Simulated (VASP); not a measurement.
GaN (rocksalt type):

```xyz
2
Lattice="0.0000 2.1544 2.1544 2.1544 0.0000 2.1544 2.1544 2.1544 0.0000" Properties=species:S:1:pos:R:3 pbc="T T T"
Ga    0.0000    0.0000    0.0000
N     2.1544    2.1544    2.1544
```

- Program: VASP 6.6.1
- Task: relaxation of cell and atoms
- Functional: PBE
- Potentials or basis: VASP PAW PBE potentials, release 64 (Ga_d, N)
- Cutoff: 600 eV
- k mesh: 15 × 15 × 15
- Occupations: fermi-dirac, width 0.1 eV
- Spin: no spin polarisation

At the start: pressure -5.0 GPa; volume 10.00 Å³/atom.

Task: Where does the relaxation end?

Result: Over 3 steps the energy falls by 4.0 meV/atom and the volume is 9.75 Å³/atom (-2.5 %); space group Fm-3m (No. 225, to 0.1 Å) before and after.

The path:
```tsv
step	energy change (eV)	largest force (eV/Å)	pressure (GPa)	volume (Å³)
1	0.0000	0.0000	-4.97	20.00
2	-0.0030	0.0000	4.29	19.12
3	-0.0080	0.0000	0.00	19.50
```

Final structure:
```
CELL_PARAMETERS angstrom
0.00000 2.13627 2.13627
2.13627 0.00000 2.13627
2.13627 2.13627 0.00000
ATOMIC_POSITIONS crystal
Ga 0.00000 0.00000 0.00000
N 0.50000 0.50000 0.50000
```
